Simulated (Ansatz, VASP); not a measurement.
# One calculation of Ru, two programs

File INCAR:

```
SYSTEM = Ru
  ALGO = Normal
  EDIFF = 1E-7
  ENCUT = 520
  GGA = PE
  ISIF = 2
  ISMEAR = -1
  LASPH = .True.
  LCHARG = .False.
  LREAL = .False.
  LWAVE = .False.
  NBANDS = 21
  NELM = 60
  PREC = Accurate
  SIGMA = 0.03
```

KPOINTS

```
k-points
0
Gamma
  14 14 8
  0 0 0
```

The input POSCAR:

```
Ru
1.0
    2.7057993342      0.0000000000      0.0000000000
   -1.3528996671      2.3432909610      0.0000000000
    0.0000000000      0.0000000000      4.2390810000
Ru
2
Direct
    0.3333333333      0.6666666667      0.2500000000
    0.6666666667      0.3333333333      0.7500000000
```

Input for Ansatz:

```yaml
crystal:
  lattice:
    - [2.7057993342, 0.0, 0.0]
    - [-1.3528996671, 2.343290961, 0.0]
    - [0.0, 0.0, 4.239081]
  atoms:
    - { symbol: Ru, position: [0.3333333333, 0.6666666667, 0.25] }
    - { symbol: Ru, position: [0.6666666667, 0.3333333333, 0.75] }
kpoints:
  mp_grid: { grid: [14, 14, 8] }
  band_path:
    path:
      - [0.0, 0.0, 0.0]
      - [0.5, 0.0, 0.0]
      - [0.3333333333, 0.3333333333, 0.0]
      - [0.0, 0.0, 0.0]
      - [0.0, 0.0, 0.5]
      - [0.5, 0.0, 0.5]
      - [0.3333333333, 0.3333333333, 0.5]
      - [0.0, 0.0, 0.5]
      - [0.5, 0.0, 0.5]
    npoints: 5
scf:
  occupations: { method: fermi_dirac, width: 0.03 }
hamiltonian:
  xc: pbe
  pseudopotentials: { kind: all_electron, lapw: { basis_error: 0.0005 } }
output:
  forces: true
  stress: true
  eigenvalues: true
```

Change from the starting cell: zz strain of -1 %.

Alike in both runs: task single point; functional PBE; k mesh 14 × 14 × 8; occupations fermi-dirac, width 0.03 eV; no spin polarisation.

```csv
,VASP,Ansatz
version,VASP 6.6.1,Ansatz 0.2.0
potentials or method,"VASP PAW PBE potentials, release 64 (Ru_pv), cutoff 520 eV","all-electron LAPW, scalar-relativistic"
```

|  | VASP | Ansatz | Ansatz less VASP |
| --- | --- | --- | --- |
| pressure (GPa) | 8.1 | 8.1 | 0.00 |
| traceless stress, the component that is largest in VASP (GPa) | 2.35 | 2.31 | -0.038 |

Ansatz ran all-electron here, and VASP with PAW potentials.
